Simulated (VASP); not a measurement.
Crystal: EuS.

```xyz
4
Lattice="0.0000 2.9785 2.9785 5.9570 2.9785 2.9785 5.9570 5.9570 0.0000" Properties=species:S:1:pos:R:3 pbc="T T T"
Eu    2.9785    2.9785    2.9785
Eu    5.9570    5.9570    2.9785
S     0.0000    0.0000    0.0000
S     2.9785    2.9785    0.0000
```

Base run:

| Item | Value |
| --- | --- |
| Program | VASP 6.6.1 |
| Functional | PBEsol |
| Potentials or basis | VASP PAW PBE potentials, release 64 (Eu, S) |
| Cutoff | 600 eV |
| k mesh | 6 × 6 × 6 |
| Occupations | gaussian, width 0.05 eV |
| Spin | collinear spin, antiferromagnetic start |
| Starting moments | [7.55, -7.55, 0.03, -0.03] μB |
| Hubbard terms | Eu f U = 8.0 eV |

Its results: band gap on the k mesh 1.19 eV; pressure -1.0 GPa; net moment 0.00 μB per cell; site moments Eu +6.75, -6.75; S +0.02, -0.02 μB.

Problem. The run is repeated on the same cell with these changes: spin from collinear spin, antiferromagnetic start to collinear spin, ferromagnetic start; moments at the start from [7.55, -7.55, 0.03, -0.03] to [7.56, 7.56, -0.07, -0.07]. What comes out?

Solution. Band gap on the k mesh 0.78 eV; pressure -1.2 GPa; net moment 14.00 μB per cell; site moments Eu +6.75; S -0.06 μB.

Caveats: the PAW data sets were made with another functional, which shifts forces and pressure a little; spin-orbit coupling is left out, which moves the levels of the heavy elements.

A k mesh can miss the band edges.
